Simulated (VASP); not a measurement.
# SiC (P6_3mc) in VASP: a series of runs

The runs below take SiC through relaxation of the atoms, with PBE.

All numbers are computed with VASP 6.6.1; they aren't measurements. Logs are shortened: lines on timing, memory, paths and dates and some standing lists are left out, and cuts for length are marked.

### Step 1. The cell of the first run

Symmetry: P6_3mc, No. 186, hexagonal system. Conventional cell: a = 3.051 Å, b = 3.051 Å, c = 5.211 Å, α = 90.00°, β = 90.00°, γ = 120.00°. Within 2.5 Å of Si (site symmetry 3m) lie 4 C at 1.88 to 1.96 Å. Within 2.5 Å of C (site symmetry 3m) lie 4 Si at 1.88 to 1.96 Å.

### Step 2. Relaxation of the atoms, PBE (volume 10.503 Å^3 an atom, c/a of the conventional cell 1.7081)

INCAR reads:

```
ALGO = Normal
EDIFF = 1E-7
EDIFFG = -0.01
ENCUT = 520
GGA = PE
IBRION = 2
ISIF = 2
ISMEAR = 0
LASPH = T
LCHARG = F
LREAL = F
LWAVE = F
NELM = 80
NSW = 50
PREC = Accurate
SIGMA = 0.05
```

KPOINTS reads:

```
k-points
0
Gamma
  12 12 6
```

POSCAR reads:

```
SiC
1.0
    3.0509791851      0.0000000000      0.0000000000
   -1.5254895925      2.6422254807      0.0000000000
    0.0000000000      0.0000000000      5.2113775460
Si C
2 2
Direct
    0.3333333333      0.6666666667      0.0045639005
    0.6666666667      0.3333333333      0.5045639005
    0.3333333333      0.6666666667      0.3804360995
    0.6666666667      0.3333333333      0.8804360995
```

Potentials or basis: VASP PAW PBE potentials, release 64 (Si, C).

On the command line:

```sh
$ cat potpaw_PBE.64/Si/POTCAR potpaw_PBE.64/C/POTCAR > POTCAR
$ mpirun -np 1 vasp_std > vasp.out
```

OUTCAR:

```text
EDIFF = 1E-7
   EDIFFG = -0.01
   ENCUT = 520
   GGA = PE
   IBRION = 2
   ISIF = 2
   ISMEAR = 0
   LASPH = T
   LREAL = F
   NELM = 80
   NSW = 50
   PREC = Accurate

 ion  position               nearest neighbor table
   1  0.333  0.667  0.005-   4 1.88   4 1.88   4 1.88   3 1.96   2 3.15   2 3.15   2 3.15   2 3.15
                             2 3.15   2 3.15
   2  0.667  0.333  0.505-   3 1.88   3 1.88   3 1.88   4 1.96   1 3.15   1 3.15   1 3.15   1 3.15
                             1 3.15   1 3.15
   3  0.333  0.667  0.380-   2 1.88   2 1.88   2 1.88   1 1.96
   4  0.667  0.333  0.880-   1 1.88   1 1.88   1 1.88   2 1.96

  LATTYP: Found a hexagonal cell.
 ALAT       =     3.0509791851
 C/A-ratio  =     1.7081000000

  Lattice vectors:

 A1 = (   3.0509791851,   0.0000000000,   0.0000000000)
 A2 = (  -1.5254895925,   2.6422254807,   0.0000000000)
 A3 = (   0.0000000000,   0.0000000000,   5.2113775460)

Analysis of symmetry for initial positions (statically):
=====================================================================
 Subroutine PRICEL returns:
 Original cell was already a primitive cell.

 Routine SETGRP: Setting up the symmetry group for a
 hexagonal supercell.

 Subroutine GETGRP returns: Found 12 space group operations
 (whereof  6 operations were pure point group operations)
 out of a pool of 24 trial point group operations.

The static configuration has the point symmetry C_3v.
 The point group associated with its full space group is C_6v.

Analysis of symmetry for dynamics (positions and initial velocities):
=====================================================================
 Subroutine PRICEL returns:
 Original cell was already a primitive cell.

 Routine SETGRP: Setting up the symmetry group for a
 hexagonal supercell.

 Subroutine GETGRP returns: Found 12 space group operations
 (whereof  6 operations were pure point group operations)
 out of a pool of 24 trial point group operations.

The dynamic configuration has the point symmetry C_3v.
 The point group associated with its full space group is C_6v.

 Subroutine INISYM returns: Found 12 space group operations
 (whereof  6 operations are pure point group operations),
 and found     1 'primitive' translations

----------------------------------------------------------------------------------------

                                     Primitive cell

  volume of cell :      42.0109

  direct lattice vectors                    reciprocal lattice vectors
     3.050979185  0.000000000  0.000000000     0.327763626  0.189234418  0.000000000
    -1.525489593  2.642225481  0.000000000     0.000000000  0.378468835  0.000000000
     0.000000000  0.000000000  5.211377546     0.000000000  0.000000000  0.191887844

  length of vectors
     3.050979185  3.050979185  5.211377546     0.378468835  0.378468835  0.191887844

  position of ions in fractional coordinates (direct lattice)
     0.333333333  0.666666667  0.004563901
     0.666666667  0.333333333  0.504563901
     0.333333333  0.666666667  0.380436100
     0.666666667  0.333333333  0.880436100

  ion indices of the primitive-cell ions
   primitive index   ion index
                 1           1
                 2           2
                 3           3
                 4           4

----------------------------------------------------------------------------------------

 KPOINTS: k-points

Automatic generation of k-mesh.
 Grid dimensions read from file:
 generate k-points for:   12   12    6

 Generating k-lattice:

  Cartesian coordinates                     Fractional coordinates (reciprocal lattice)
     0.027313635  0.015769535  0.000000000     0.083333333  0.000000000  0.000000000
     0.000000000  0.031539070  0.000000000     0.000000000  0.083333333  0.000000000
     0.000000000  0.000000000  0.031981307     0.000000000  0.000000000  0.166666667

  Length of vectors
     0.031539070  0.031539070  0.031981307

  Shift w.r.t. Gamma in fractional coordinates (k-lattice)
     0.000000000  0.000000000  0.000000000

 Subroutine IBZKPT returns following result:
 ===========================================

 Found     76 irreducible k-points:

 Following reciprocal coordinates:
            Coordinates               Weight
  0.000000  0.000000  0.000000      1.000000
  0.083333  0.000000  0.000000      6.000000
  0.166667 -0.000000  0.000000      6.000000
  0.250000  0.000000  0.000000      6.000000
  0.333333 -0.000000  0.000000      6.000000
  0.416667 -0.000000  0.000000      6.000000
[... 16 lines left out ...]
  0.250000  0.000000  0.166667     12.000000
  0.333333 -0.000000  0.166667     12.000000
 [... further k-points ...]
   k-points           NKPTS =     76   k-points in BZ     NKDIM =     76   number of bands    NBANDS=     12
   number of dos      NEDOS =    301   number of ions     NIONS =      4
   total plane-waves  NPLWV =  23040
   dimension x,y,z NGX =    24 NGY =   24 NGZ =   40
   dimension x,y,z NGXF=    48 NGYF=   48 NGZF=   80
   ions per type =               2   2
   NGX,Y,Z   is equivalent  to a cutoff of  13.08, 13.08, 12.76 a.u.
   NGXF,Y,Z  is equivalent  to a cutoff of  26.15, 26.15, 25.52 a.u.
 SYSTEM =  unknown system
   PREC   = accura    normal or accurate (medium, high low for compatibility)
   ISTART =      0    job   : 0-new  1-cont  2-samecut
   ICHARG =      2    charge: 1-file 2-atom 10-const
   ISPIN  =      1    spin polarized calculation?
   LNONCOLLINEAR =      F non collinear calculations
   LSORBIT =      F    spin-orbit coupling
   LASPH  =      T    aspherical Exc in radial PAW
   ENCUT  =  520.0 eV  38.22 Ry    6.18 a.u.   5.67  5.67  9.69*2*pi/ulx,y,z
   NELM   =     80;   NELMIN=  2; NELMDL= -5     # of ELM steps
   EDIFF  = 0.1E-06   stopping-criterion for ELM
   LREAL  =      F    real-space projection
   EDIFFG = -.1E-01   stopping-criterion for IOM
   NSW    =     50    number of steps for IOM
   IBRION =      2    ionic relax: 0-MD 1-quasi-New 2-CG
   NFREE  =      1    steps in history (QN), initial steepest desc. (CG)
   ISIF   =      2    stress and relaxation
   ISYM   =      2    0-nonsym 1-usesym 2-fastsym
   POTIM  = 0.5000    time-step for ionic-motion
   TEBEG  =    0.0;   TEEND  =   0.0 temperature during run
   PSTRESS=    0.0 pullay stress
   NELECT =      16.0000    total number of electrons
   NUPDOWN=      -1.0000    fix difference up-down
   EMIN   =  10.00;   EMAX   =-10.00  energy-range for DOS
   EFERMI =   0.00;   METHOD = LEGACY
   ISMEAR =     0;   SIGMA  =   0.05  broadening in eV -4-tet -1-fermi 0-gaus
   EFERMI_NEDOS =   21; number of points for ismear=-14 and -15
   IALGO  =     38    algorithm
   IMIX   =      4    mixing-type and parameters
     AMIX     =   0.40;   BMIX     =  1.00
     AMIX_MAG =   1.60;   BMIX_MAG =  1.00
  volume/ion in A,a.u.               =      10.50        70.88
  Fermi-wavevector in a.u.,A,eV,Ry     =   1.186664  2.242469 19.159321  1.408170
  Thomas-Fermi vector in A             =   2.322831
   LORBIT       =      0    0 simple, 1 ext, 2 COOP (PROOUT), +10 PAW based schemes
   GGA     = PE    functional components
   LHFCALC =     F    Hartree Fock is set to
   AEXX    =    0.0000 exact exchange contribution
   IVDW    =     0    specifies the selected vdW correction
   LEPSILON=     F    determine dielectric tensor
   LRPA    =     F    only Hartree local field effects (RPA)
 conjugate gradient relaxation of ions
 non-spin polarized calculation
 Gauss-broadening in eV      SIGMA  =   0.05
  energy-cutoff  :      520.00
  volume of cell :       42.01
 maximum number of plane-waves:      1150
 NGX is ok and might be reduce to    24
   NGX = 11   NGY = 11   NGZ = 19

--------------------------------------- Ionic step        1  -------------------------------------------

 number of electron      16.0000000 magnetization

 Free energy of the ion-electron system (eV)
  ---------------------------------------------------
  ext. energy  EPLUGINS =         0.00000000
  ---------------------------------------------------
  free energy    TOTEN  =       -30.03627508 eV

  energy without entropy =      -30.03627508  energy(sigma->0) =      -30.03627508

------------------------ aborting loop because EDIFF is reached ----------------------------------------

  FORCE on cell =-STRESS in cart. coord.  units (eV):
  Direction    XX          YY          ZZ          XY          YZ          ZX
  --------------------------------------------------------------------------------------
  -------------------------------------------------------------------------------------
  Total        1.9771503      1.9771503     -3.5205882      0.0000000     -0.0000000      0.0000000
  in kB       75.4029968     75.4029968   -134.2654149      0.0000000     -0.0000000      0.0000000
  external PRESSURE =       5.5135262 kB  Pullay stress =       0.0000000 kB
[... 61 lines left out ...]
  energy  without entropy=      -30.0401508795  energy(sigma->0) =      -30.04015088

--------------------------------------- Ionic step        3  -------------------------------------------

 number of electron      15.9999999 magnetization

 Free energy of the ion-electron system (eV)
  ---------------------------------------------------
  ext. energy  EPLUGINS =         0.00000000
  ---------------------------------------------------
  free energy    TOTEN  =       -30.04154439 eV

  energy without entropy =      -30.04154439  energy(sigma->0) =      -30.04154439

 E-fermi :   8.4419     XC(G=0): -11.2871

 val. band max:        8.1907673853   @ k =   0.0000   0.0000   0.0000
 cond. band min:      10.2067466413   @ k =   0.3333   0.3333   0.0000
 fundamental gap:      2.0159792560
 Fermi energy:         8.4419198981

 k-point     1 :       0.0000    0.0000    0.0000
  band No.  band energies     occupation
      1      -7.3619      2.00000
      2      -4.1439      2.00000
      3      -0.6372      2.00000
      4       7.0561      2.00000
      5       7.0561      2.00000
      6       7.7053      2.00000
      7       8.1908      2.00000
      8       8.1908      2.00000
      9      13.3664      0.00000
     10      13.4010      0.00000
     11      14.9956      0.00000
     12      14.9956      0.00000
[... 331 lines left out ...]
 k-point    24 :       0.3333   -0.0000    0.1667
  band No.  band energies     occupation
      1      -5.3587      2.00000
      2      -3.0169      2.00000
      3       0.8677      2.00000
      4       2.4492      2.00000
      5       3.2956      2.00000
      6       5.4962      2.00000
      7       6.3937      2.00000
      8       7.0326      2.00000
      9      11.5823      0.00000
     10      12.4458      0.00000
     11      14.5519      0.00000
     12      15.9394      0.00000

 [... further k-points ...]
[... 5 lines left out ...]
  --------------------------------------------------------------------------------------
  -------------------------------------------------------------------------------------
  Total        1.7924179      1.7924179     -3.3899664      0.0000000      0.0000000      0.0000000
  in kB       68.3578199     68.3578199   -129.2838610      0.0000000      0.0000000      0.0000000
  external PRESSURE =       2.4772596 kB  Pullay stress =       0.0000000 kB
[... 19 lines left out ...]
  FREE ENERGIE OF THE ION-ELECTRON SYSTEM (eV)
  ---------------------------------------------------
  free  energy   TOTEN  =       -30.0415443857 eV

  energy  without entropy=      -30.0415443857  energy(sigma->0) =      -30.04154439

 reached required accuracy - stopping structural energy minimisation
```

Run time: 66 s. Hardware: 1 thread of AMD EPYC 9755, shared host; peak memory 0.14 GiB.

What came out:

| Item | Value |
| --- | --- |
| Free energy | -30.0415 eV |
| Energy gained by relaxing | 1.3 meV/atom |
| Ionic steps | 3 |
| Pressure after relaxing | 0.2 GPa |
| Band gap on the k mesh | 2.02 eV, indirect (least direct gap 4.25 eV) |

Stress tensor (GPa, compression positive):
```
  6.84   0.00   0.00
  0.00   6.84   0.00
  0.00   0.00 -12.93
```

The path:
```
step  energy change (eV)  largest force (eV/Å)  pressure (GPa)
   1              0.0000                0.2850            0.55
   2             -0.0039                0.1521            0.12
   3             -0.0053                0.0002            0.25
```

Final structure:
```
Si C
1.0
     3.05098    0.00000    0.00000
    -1.52549    2.64223    0.00000
     0.00000    0.00000    5.21138
Si C
2 2
Direct
  0.33333 0.66667 0.00632
  0.66667 0.33333 0.50632
  0.33333 0.66667 0.37868
  0.66667 0.33333 0.87868
```

### Step 3. Relaxation of the atoms, PBE (volume 10.503 Å^3 an atom, c/a of the conventional cell 1.5765)

INCAR reads:

```
SYSTEM = SiC
PREC = Accurate ; ENCUT = 520
EDIFF = 1E-6 ; ISMEAR = 0
SIGMA = 0.05 ; LREAL = .FALSE.
LASPH = .TRUE. ; NELM = 60
ALGO = Normal ; ISIF = 2
LWAVE = .FALSE. ; LCHARG = .FALSE.
GGA = PE ; IBRION = 2
NSW = 50 ; EDIFFG = -0.01
```

KPOINTS reads:

```
Automatic mesh
0
G
  12 12 6
  0 0 0
```

POSCAR reads:

```
SiC
1.0
    3.1336153355      0.0000000000      0.0000000000
   -1.5668076678      2.7137904863      0.0000000000
    0.0000000000      0.0000000000      4.9401445765
Si C
2 2
Direct
    0.3333333333      0.6666666667      0.0045639005
    0.6666666667      0.3333333333      0.5045639005
    0.3333333333      0.6666666667      0.3804360995
    0.6666666667      0.3333333333      0.8804360995
```

Potentials or basis: VASP PAW PBE potentials, release 64 (Si, C).

On the command line:

```sh
$ cat potpaw_PBE.64/Si/POTCAR potpaw_PBE.64/C/POTCAR > POTCAR
$ mpirun -np 1 vasp_std > vasp.out
```

Wall time 74 s (1 thread of Oxide Virtual Turin-like, shared host); peak memory 0.14 GiB.

Results (log left out):

```
Free energy               : -30.0423 eV
Energy gained by relaxing : 2.4 meV/atom
Ionic steps               : 3
Pressure after relaxing   : 0.0 GPa
Band gap on the k mesh    : 2.28 eV, indirect (least direct gap 3.61 eV)
```

Stress tensor (GPa, compression positive):
```
-6.42  0.00  0.00
 0.00 -6.42  0.00
 0.00  0.00 12.73
```

The path:
```
step  energy change (eV)  largest force (eV/Å)  pressure (GPa)
   1              0.0000                0.4383            0.30
   2             -0.0029                0.3444           -0.23
   3             -0.0098                0.0001           -0.04
```

Final structure:
```
CELL_PARAMETERS angstrom
3.13362 0.00000 0.00000
-1.56681 2.71379 0.00000
0.00000 0.00000 4.94014
ATOMIC_POSITIONS crystal
Si 0.33333 0.66667 0.00227
Si 0.66667 0.33333 0.50227
C 0.33333 0.66667 0.38273
C 0.66667 0.33333 0.88273
```

Levels at points of the mesh, in eV from the valence-band top:
```
           k point  band 5  band 6  band 7  band 8  band 9  band 10  band 11  band 12
(0.00, 0.00, 0.00)   -1.74   -0.24   -0.24    0.00    3.87     6.10     6.10     6.17
(0.50, 0.00, 0.00)   -5.51   -3.67   -3.35   -1.33    2.28     4.35     6.58     6.85
(0.00, 0.00, 0.50)   -1.06   -1.06   -1.06   -1.06    5.13     5.13     6.82     6.82
(0.50, 0.00, 0.50)   -2.72   -2.72   -2.23   -2.23    3.18     3.18     5.20     5.20
```

### Step 4. Relaxation of the atoms, PBE (volume 11.343 Å^3 an atom, c/a of the conventional cell 1.5145)

INCAR reads:

```
SYSTEM = SiC
PREC = Accurate
ENCUT = 520
EDIFF = 1E-7
ISMEAR = 0
SIGMA = 0.05
LREAL = .FALSE.
LASPH = .TRUE.
NELM = 60
ALGO = Normal
ISIF = 2
LWAVE = .FALSE.
LCHARG = .FALSE.
GGA = PE
IBRION = 2
NSW = 50
EDIFFG = -0.01
```

KPOINTS is that of step 3.

POSCAR reads:

```
SiC
1.0
    3.2583370346      0.0000000000      0.0000000000
   -1.6291685173      2.8218026461      0.0000000000
    0.0000000000      0.0000000000      4.9347514389
Si C
2 2
Direct
    0.3333333333      0.6666666667      0.0045639005
    0.6666666667      0.3333333333      0.5045639005
    0.3333333333      0.6666666667      0.3804360995
    0.6666666667      0.3333333333      0.8804360995
```

On the command line:

```sh
$ cat potpaw_PBE.64/Si/POTCAR potpaw_PBE.64/C/POTCAR > POTCAR
$ mpirun -np 1 vasp_std > vasp.out
```

Wall time 1.7 min (1 thread of Oxide Virtual Turin-like, shared host); peak memory 0.14 GiB.

Results (log left out):

```yaml
Free_energy: -29.6945 eV
Energy_gained_by_relaxing: 6.3 meV/atom
Ionic_steps: 3
Pressure_after_relaxing: -13.6 GPa
Band_gap_on_the_k_mesh: 1.75 eV, indirect (least direct gap 2.55 eV)
```

Stress tensor (GPa, compression positive):
```
-24.69   0.00   0.00
  0.00 -24.69   0.00
  0.00   0.00   8.61
```

The path:
```csv
step,energy change (eV),largest force (eV/Å),pressure (GPa)
1,0.0000,0.6929,-12.63
2,-0.0110,0.4684,-14.16
3,-0.0251,0.0004,-13.59
```

Final structure:
```cif
data_structure
_symmetry_space_group_name_H-M 'P 1'
_symmetry_Int_Tables_number 1
_cell_length_a 3.2583
_cell_length_b 3.2583
_cell_length_c 4.9348
_cell_angle_alpha 90.000
_cell_angle_beta 90.000
_cell_angle_gamma 120.000
_cell_volume 45.37
loop_
_atom_site_label
_atom_site_type_symbol
_atom_site_fract_x
_atom_site_fract_y
_atom_site_fract_z
_atom_site_occupancy
Si1 Si 0.33333 0.66667 0.00078 1
Si2 Si 0.66667 0.33333 0.50078 1
C1 C 0.33333 0.66667 0.38422 1
C2 C 0.66667 0.33333 0.88422 1
```

Levels at points of the mesh, in eV from the valence-band top:
```
           k point  band 6  band 7  band 8  band 9  band 10  band 11
(0.00, 0.00, 0.00)   -0.38   -0.38    0.00    2.55     5.04     5.29
(0.50, 0.00, 0.00)   -3.81   -3.26   -1.35    1.75     4.35     5.93
(0.00, 0.00, 0.50)   -1.30   -1.30   -1.30    3.96     3.96     6.07
(0.50, 0.00, 0.50)   -2.82   -2.08   -2.08    2.88     2.88     5.02
```

 A k mesh can miss the band edges.

### Step 5. Summary

| cell | gap on the mesh (eV) | pressure (GPa) |
| --- | --- | --- |
| atoms relaxed from a = 3.051, b = 3.051, c = 5.211 Å, angles 90.0, 90.0, 120.0°, 4 atoms | 2.02 | 0.2 |
| atoms relaxed from a = 3.134, b = 3.134, c = 4.940 Å, angles 90.0, 90.0, 120.0°, 4 atoms | 2.28 | 0.0 |
| atoms relaxed from a = 3.258, b = 3.258, c = 4.935 Å, angles 90.0, 90.0, 120.0°, 4 atoms | 1.75 | -13.6 |

Alike in all rows: task relaxation of the atoms; level PBE; potentials or basis VASP PAW PBE potentials, release 64 (Si, C); no spin polarisation; k mesh 12 × 12 × 6; cutoff (eV) 520; smearing gaussian 0.05 eV.

Total energies depend on the potentials used, so only differences within one code and one set of settings carry meaning.
